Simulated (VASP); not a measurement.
Input of a VASP 6.6.1 run:

The input INCAR:

```
SYSTEM = Bi
PREC     = Accurate       ! precision mode
ENCUT    = 520            ! plane-wave cutoff, eV
EDIFF    = 1E-7           ! SCF threshold, eV
ISMEAR   = 0              ! smearing method
SIGMA    = 0.1            ! smearing width, eV
LREAL    = .FALSE.        ! projectors in reciprocal space
LASPH    = .TRUE.         ! aspherical terms in the spheres
NELM     = 60             ! most SCF steps
ALGO     = Fast           ! electronic algorithm
ISIF     = 2              ! what is computed and relaxed
LWAVE    = .FALSE.        ! write WAVECAR
LCHARG   = .TRUE.         ! write CHGCAR
GGA      = PE             ! functional
LELF     = .TRUE.         ! ELF
LVHAR    = .TRUE.       
NBANDS   = 22             ! bands
```

The input KPOINTS:

```
Automatic mesh
0
G
  12 12 12
  0 0 0
```

Contents of POSCAR:

```
Bi
1.0
    2.3220055515      1.3406105302      4.2764882400
   -2.3220055515      1.3406105302      4.2764882400
    0.0000000000     -2.6812210603      4.2764882400
Bi
2
Direct
    0.2288318311      0.2288318311      0.2288318311
    0.7711681689      0.7711681689      0.7711681689
```

Potentials or basis: VASP PAW PBE potentials, release 64 (Bi_d).

The run is started by

```bash
$ cat potpaw_PBE.64/Bi_d/POTCAR > POTCAR
$ mpirun -np 1 vasp_std > vasp.out
```

(1) Predict the band gap on the k mesh.

(2) What does it give for the pressure?

(3) Predict the largest force.

## Answers

(1) zero (band 15 reaches 5.08 eV, above the bottom of band 16 at 4.88 eV).

(2) -1.6 GPa.

(3) 0.054 eV/Å.

Caveat: the cell differs from its parent crystal (strained and its atoms moved); spin-orbit coupling is left out, which moves the levels of the heavy elements.
